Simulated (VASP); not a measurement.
# Zn12H2O in VASP: notebook

The runs below take Zn12H2O through single point, with PBE+D3(BJ).

All numbers are computed with VASP 6.6.1; they aren't measurements. Logs are shortened: lines on timing, memory, paths and dates and some standing lists are left out, and cuts for length are marked.

### Step 1. The cell of the first run

The cell holds a slab with vacuum, 15 atoms: a = 5.320 Å, b = 5.320 Å, c = 17.937 Å, α = 90.00°, β = 90.00°, γ = 60.00°.

### Step 2. Single point, PBE+D3(BJ)

Contents of INCAR:

```
PREC     = Accurate       # precision mode
ENCUT    = 520            # plane-wave cutoff, eV
EDIFF    = 1E-6           # SCF threshold, eV
ISMEAR   = 0              # smearing method
SIGMA    = 0.05           # smearing width, eV
LREAL    = Auto         
LASPH    = True           # aspherical terms in the spheres
NELM     = 80             # most SCF steps
ALGO     = Normal         # electronic algorithm
ISIF     = 2              # what is computed and relaxed
LWAVE    = False          # write WAVECAR
LCHARG   = False          # write CHGCAR
GGA      = PE             # functional
IVDW     = 12             # dispersion correction
NBANDS   = 89             # bands
LUSENCCL = False
```

Contents of KPOINTS:

```
regular mesh
0
Gamma
  5 5 1
```

Contents of POSCAR:

```
Zn12H2O
1.0
    5.3200000000      0.0000000000      0.0000000000
    2.6600000000      4.6072550000      0.0000000000
    0.0000000000      0.0000000000     17.9369600000
Zn O H
12 1 2
Direct
    0.0000000000      0.0000000000      0.0557508073
    0.5000000000      0.0000000000      0.0557508073
   -0.0000000543      0.5000001085      0.0557508073
    0.4999999457      0.5000001085      0.0557508073
   -0.1673244371      0.3338571449      0.1874355521
    0.3346671782      0.3331881999      0.1870089469
   -0.1656667778      0.8330181420      0.1862064698
    0.3346794051      0.8319821673      0.1872102631
    0.0016728548     -0.0007284164      0.3157471500
    0.5015073560     -0.0001462910      0.3158477245
    0.0016654731      0.4996532643      0.3155937795
    0.4990697334      0.4997650445      0.3265125194
    0.5627047353      0.4927409054      0.4714230840
    0.7613381214      0.3320575918      0.4672597252
    0.5857946028      0.6632055313      0.4713978846
```

Potentials or basis: VASP PAW PBE potentials, release 64 (Zn, O, H).

Run with:

```sh
cat potpaw_PBE.64/Zn/POTCAR potpaw_PBE.64/O/POTCAR potpaw_PBE.64/H/POTCAR > POTCAR
mpirun -np 1 vasp_std > vasp.out
```

OUTCAR:

```text
PREC = Accurate
   ENCUT = 520
   EDIFF = 1E-6
   ISMEAR = 0
   LREAL = Auto
   LASPH = True
   NELM = 80
   ISIF = 2
   GGA = PE
   IVDW = 12
 IVDW          = 12

 ion  position               nearest neighbor table
   1  0.000  0.000  0.056-   4 2.66   3 2.66   2 2.66   2 2.66   3 2.66   4 2.66   7 2.80   8 2.82
                             5 2.82
   2  0.500  0.000  0.056-   3 2.66   4 2.66   1 2.66   1 2.66   4 2.66   3 2.66   7 2.80   6 2.81
                             8 2.81
   3  1.000  0.500  0.056-   2 2.66   1 2.66   4 2.66   4 2.66   1 2.66   2 2.66   7 2.80   6 2.81
                             5 2.82
   4  0.500  0.500  0.056-   1 2.66   2 2.66   3 2.66   3 2.66   2 2.66   1 2.66   6 2.81   8 2.81
                             5 2.82
   5  0.833  0.334  0.187-   8 2.65   6 2.65   7 2.66   7 2.66   6 2.67   8 2.67  11 2.77   9 2.77
                             4 2.82   3 2.82   1 2.82  12 2.93
   6  0.335  0.333  0.187-   5 2.65   8 2.65   7 2.66   7 2.66   8 2.67   5 2.67  11 2.77  10 2.77
                             4 2.81   2 2.81   3 2.81  12 2.93
   7  0.834  0.833  0.186-   8 2.66   6 2.66   5 2.66   5 2.66   6 2.66   8 2.66  11 2.78  10 2.79
                             9 2.79   1 2.80   3 2.80   2 2.80
   8  0.335  0.832  0.187-   5 2.65   6 2.65   7 2.66   7 2.66   6 2.67   5 2.67   9 2.77  10 2.78
                             4 2.81   2 2.81   1 2.82  12 2.93
   9  0.002  0.999  0.316-  11 2.66  12 2.66  10 2.66  10 2.66  11 2.66  12 2.68   8 2.77   5 2.77
                             7 2.79
  10  0.502  1.000  0.316-  11 2.66   9 2.66  12 2.66   9 2.66  11 2.66  12 2.67   6 2.77   8 2.78
                             7 2.79
  11  0.002  0.500  0.316-  12 2.65   9 2.66  10 2.66  10 2.66   9 2.66  12 2.68   5 2.77   6 2.77
                             7 2.78
  12  0.499  0.500  0.327-  11 2.65   9 2.66  10 2.66  10 2.67   9 2.68  11 2.68   5 2.93   8 2.93
                             6 2.93
  13  0.563  0.493  0.471-  15 0.97  14 0.97
  14  0.761  0.332  0.467-  13 0.97
  15  0.586  0.663  0.471-  13 0.97

  LATTYP: Found a hexagonal cell.
 ALAT       =     5.3199998717
 C/A-ratio  =     3.3716091039

  Lattice vectors:

 A1 = (  -2.6600000000,  -4.6072550000,   0.0000000000)
 A2 = (   5.3200000000,   0.0000000000,   0.0000000000)
 A3 = (   0.0000000000,   0.0000000000,  17.9369600000)

Analysis of symmetry for initial positions (statically):
=====================================================================
 Subroutine PRICEL returns:
 Original cell was already a primitive cell.

 Routine SETGRP: Setting up the symmetry group for a
[... 151 lines left out ...]
   IALGO  =     38    algorithm
   IMIX   =      4    mixing-type and parameters
     AMIX     =   0.40;   BMIX     =  1.00
     AMIX_MAG =   1.60;   BMIX_MAG =  1.00
  volume/ion in A,a.u.               =      29.31       197.79
  Fermi-wavevector in a.u.,A,eV,Ry     =   1.149005  2.171304 17.962570  1.320212
  Thomas-Fermi vector in A             =   2.285677
   LORBIT       =      0    0 simple, 1 ext, 2 COOP (PROOUT), +10 PAW based schemes
   GGA     = PE    functional components
   LHFCALC =     F    Hartree Fock is set to
   AEXX    =    0.0000 exact exchange contribution
   IVDW    =    12    specifies the selected vdW correction
   LEPSILON=     F    determine dielectric tensor
   LRPA    =     F    only Hartree local field effects (RPA)
 non-spin polarized calculation
 Gauss-broadening in eV      SIGMA  =   0.05
  energy-cutoff  :      520.00
  volume of cell :      439.65
 maximum number of plane-waves:     11859
   NGX = 19   NGY = 19   NGZ = 67

 number of electron     151.9999998 magnetization

 Free energy of the ion-electron system (eV)
  ---------------------------------------------------
  ext. energy  EPLUGINS =         0.00000000
  ---------------------------------------------------
  free energy    TOTEN  =       -26.50344485 eV

  energy without entropy =      -26.49289583  energy(sigma->0) =      -26.49817034

 E-fermi :  -0.6875     XC(G=0):  -6.0843

 val. band max:       -0.7002455887   @ k =   0.0000   0.4000   0.0000
 cond. band min:      -0.6510312677   @ k =   0.4000  -0.4000   0.0000
 fundamental gap:      0.0492143210
 Fermi energy:        -0.6874917842

 k-point     1 :       0.0000    0.0000    0.0000
  band No.  band energies     occupation
      1     -22.8693      2.00000
      2     -10.9084      2.00000
      3     -10.5282      2.00000
      4      -9.6077      2.00000
      5      -9.3404      2.00000
      6      -9.1991      2.00000
[... 1172 lines left out ...]
     87       4.0382      0.00000
     88       4.4155      0.00000
 [bands above 88 left out]

------------------------ aborting loop because EDIFF is reached ----------------------------------------

 Edisp (eV)   -3.72215

 E8    (eV) :    -1.6071

  FORCE on cell =-STRESS in cart. coord.  units (eV):
  Direction    XX          YY          ZZ          XY          YZ          ZX
  --------------------------------------------------------------------------------------
  -------------------------------------------------------------------------------------
  Total      -6.04923    -5.78549     0.04982    -0.02604     0.03182    -0.05922
  in kB     -22.04488   -21.08374     0.18157    -0.09488     0.11598    -0.21581
  external pressure =      -14.32 kB  Pullay stress =        0.00 kB

 VOLUME and BASIS-vectors are now :
 -----------------------------------------------------------------------------
  energy-cutoff  :      520.00
  volume of cell :      439.65
      direct lattice vectors                 reciprocal lattice vectors
     5.320000000  0.000000000  0.000000000     0.187969925 -0.108524490  0.000000000
     2.660000000  4.607255000  0.000000000     0.000000000  0.217048980  0.000000000
     0.000000000  0.000000000 17.936960000     0.000000000  0.000000000  0.055750807

 POSITION                                       TOTAL-FORCE (eV/Angst)
 -----------------------------------------------------------------------------------
      0.00000      0.00000      1.00000         0.015406      0.011951      0.007238
      2.66000      0.00000      1.00000        -0.008826      0.000466      0.005136
      6.65000      2.30363      1.00000        -0.004462     -0.015277      0.009818
      3.99000      2.30363      1.00000         0.007164     -0.000880     -0.065772
      5.31789      1.53817      3.36202        -0.000419      0.000526     -0.000069
      2.66671      1.53508      3.35437         0.000792      0.000979      0.001351
      6.65448      3.83793      3.33998         0.000392     -0.000019     -0.000099
      3.99357      3.83315      3.35798         0.000251     -0.000882      0.000954
      2.66696      4.60390      5.66354        -0.000044      0.000211      0.011787
      5.32763      4.60658      5.66535         0.000328     -0.000391      0.011620
      1.33794      2.30203      5.66079        -0.000438     -0.000081      0.012144
      3.98443      2.30255      5.85664        -0.000617      0.000029      0.007537
      4.30428      2.27018      8.45590        -0.078720     -0.000509      0.000498
      4.93359      1.52987      8.38122         0.038387     -0.116684     -0.005368
      4.88055      3.05556      8.45545         0.030806      0.120562      0.003224
 -----------------------------------------------------------------------------------
    total drift:                               -0.003434      0.001400     -0.003950

  FREE ENERGIE OF THE ION-ELECTRON SYSTEM (eV)
  ---------------------------------------------------
  free  energy   TOTEN  =       -30.2255971169 eV

  energy  without entropy=      -30.2150480991  energy(sigma->0) =      -30.22032261
```

Wall time 3.8 min (1 × NVIDIA H100 80GB with 1 thread of AMD EPYC 7R13 (Zen 3), shared host); peak memory 1.6 GiB.

Results:

| Property | Result |
| --- | --- |
| Free energy | -30.2256 eV |
| Largest force | 0.124 eV/Å |
| Band gap on the k mesh | zero (bands 76 and 77 overlap by 1.66 eV) |
| Dispersion energy per atom | -0.248 eV |

Forces in eV/Å, atoms in the order of the input:
```
Zn   0.015  0.012  0.007
Zn  -0.009  0.000  0.005
Zn  -0.004 -0.015  0.010
Zn   0.007 -0.001 -0.066
Zn   0.000  0.001  0.000
Zn   0.001  0.001  0.001
Zn   0.000  0.000  0.000
Zn   0.000 -0.001  0.001
Zn   0.000  0.000  0.012
Zn   0.000  0.000  0.012
Zn   0.000  0.000  0.012
Zn  -0.001  0.000  0.008
O   -0.079 -0.001  0.000
H    0.038 -0.117 -0.005
H    0.031  0.121  0.003
```

Caveat: there is no dipole correction, which matters where the two faces differ.

### Step 3. Single point, PBE+D3(BJ)

Contents of INCAR:

```
SYSTEM = Zn12H2O
PREC = Accurate
ENCUT = 520
EDIFF = 1E-6
ISMEAR = 0
SIGMA = 0.05
LREAL = Auto
LASPH = .True.
NELM = 100
ALGO = Normal
ISIF = 2
LWAVE = .False.
LCHARG = .False.
GGA = PE
IVDW = 12
NBANDS = 89
LUSENCCL = .False.
```

Contents of KPOINTS:

```
Automatic mesh
0
Gamma
  5 5 1
  0 0 0
```

Contents of POSCAR:

```
Zn12H2O
1.0
    5.3200000000      0.0000000000      0.0000000000
    2.6600000000      4.6072550000      0.0000000000
    0.0000000000      0.0000000000     17.9369600000
Zn O H
12 1 2
Direct
    0.0000000000      0.0000000000      0.0557508073
    0.5000000000      0.0000000000      0.0557508073
   -0.0000000543      0.5000001085      0.0557508073
    0.4999999457      0.5000001085      0.0557508073
   -0.1648167857      0.3326583834      0.1868870199
    0.3370911314      0.3316015719      0.1867536082
   -0.1634325210      0.8319357188      0.1863208147
    0.3370231598      0.8313149587      0.1868209552
    0.0057862873     -0.0031120483      0.3156281220
    0.5052812847     -0.0016862535      0.3177924241
    0.0060462222      0.4983594353      0.3155888177
    0.5054911532      0.4981278440      0.3222617991
    0.7291696632      0.4086016511      0.4884390666
    0.9018989668      0.2965885327      0.4580619570
    0.7524250748      0.5667934594      0.5073894907
```

Potentials or basis: VASP PAW PBE potentials, release 64 (Zn, O, H).

Run with:

```sh
cat potpaw_PBE.64/Zn/POTCAR potpaw_PBE.64/O/POTCAR potpaw_PBE.64/H/POTCAR > POTCAR
mpirun -np 1 vasp_std > vasp.out
```

It took 3.4 min on 1 × NVIDIA H100 80GB with 1 thread of AMD EPYC 7R13 (Zen 3), shared host; peak memory 1.6 GiB.

It converged, with:

| Property | Result |
| --- | --- |
| Free energy | -30.1907 eV |
| Largest force | 0.150 eV/Å |
| Band gap on the k mesh | zero (bands 76 and 77 overlap by 1.72 eV) |
| Dispersion energy per atom | -0.247 eV |

Forces on the atoms (eV/Å):
```
Zn   0.016  0.004  0.003
Zn   0.003 -0.004 -0.013
Zn   0.005 -0.012  0.008
Zn   0.007 -0.003 -0.040
Zn   0.004  0.000  0.004
Zn  -0.001 -0.001  0.004
Zn   0.001  0.000  0.000
Zn   0.002  0.003  0.006
Zn   0.005 -0.002  0.007
Zn  -0.005  0.000  0.007
Zn   0.000 -0.002  0.007
Zn   0.001  0.004  0.015
O   -0.121 -0.024  0.010
H    0.047 -0.093 -0.085
H    0.036  0.130  0.067
```

Levels at points of the mesh, in eV from the Fermi level:
```tsv
k point	band 75	band 76	band 77	band 78	band 79	band 80
(0.00, 0.00, 0.00)	-1.50	-1.46	-1.45	0.38	0.39	0.42
```

Caveat: there is no dipole correction, which matters where the two faces differ.

The gap in the log of VASP goes by the Fermi energy; the results here count the filled bands.